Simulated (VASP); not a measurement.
Write the native input for VASP 6.6.1 that does the following.

- Task: single point
- Functional: PBEsol
- Potentials or basis: VASP PAW PBE potentials, release 64 (Se, W_sv)
- Cutoff: 520 eV
- k mesh: 12 × 12 × 1
- Occupations: gaussian, width 0.02 eV
- Spin: no spin polarisation
- Dipole correction: yes
- Further INCAR settings: ALGO = Normal; EDIFF = 1e-06; NBANDS = 20

The structure of WSe2 lies in POSCAR:

```
WSe2
1.0
    3.2491800000      0.0000000000      0.0000000000
   -1.6245900000      2.8138724215      0.0000000000
    0.0000000000      0.0000000000     30.5000000040
Se W
2 1
Direct
    0.6666666667      0.3333333333      0.2948925056
    0.6666666667      0.3333333333      0.4051074943
    0.3333333333      0.6666666667      0.3500000000
```

These files were run (other wordings do the same):

INCAR

```
PREC = Accurate
ENCUT = 520
EDIFF = 1E-6
ISMEAR = 0
SIGMA = 0.02
LREAL = F
LASPH = T
NELM = 60
ALGO = Normal
ISIF = 2
LWAVE = F
LCHARG = F
LDIPOL = T
IDIPOL = 3
DIPOL = 0.5 0.5 0.350
GGA = PS
NBANDS = 20
```

KPOINTS

```
regular mesh
0
Gamma
  12 12 1
```

Potentials or basis: VASP PAW PBE potentials, release 64 (Se, W_sv).

Command:

```sh
$ cat potpaw_PBE.64/Se/POTCAR potpaw_PBE.64/W_sv/POTCAR > POTCAR
$ mpirun -np 1 vasp_std > vasp.out
```

Results of the run:

The largest force is 0.064 eV/Å and the band gap on the k mesh is 1.65 eV, indirect (least direct gap 1.78 eV).

Caveat: the PAW data sets were made with another functional, which shifts forces and pressure a little; spin-orbit coupling is left out, which moves the levels of the heavy elements.

Wall time 85 s on 1 thread of AMD EPYC 9R45 96-Core Processor (Zen 5) (shared host), peak memory 0.39 GiB.
